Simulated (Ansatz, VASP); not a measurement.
TiAl: VASP beside Ansatz

```
Ti Al
1.0
     3.05861    0.00000    0.00000
     0.00000    3.05861    0.00000
     0.00000    0.00000    3.05861
Ti Al
1 1
Direct
  0.50000 0.50000 0.50000
  0.00000 0.00000 0.00000
```

Alike in both runs: task single point; functional PBEsol; k mesh 14 × 14 × 14; occupations gaussian, width 0.1 eV; no spin polarisation.

|  | VASP | Ansatz |
| --- | --- | --- |
| version | VASP 6.6.1 | Ansatz 0.2.0 |
| potentials or method | VASP PAW PBE potentials, release 64 (Ti_sv, Al), cutoff 520 eV | scalar-relativistic, plane waves, PAW |
| valence electrons in the cell | 15 | 15 |

```tsv
	VASP	Ansatz	Ansatz less VASP
gap on the k mesh at the Fermi level (eV)	none	none	-
pressure (GPa)	13.4	13.4	+0.04
```

VASP's potentials were made for PBE, not for PBEsol. A gap of «none» marks a metal or a gap that the smearing closes. The functional is the same, so the differences come from potentials, cutoffs and numerics.
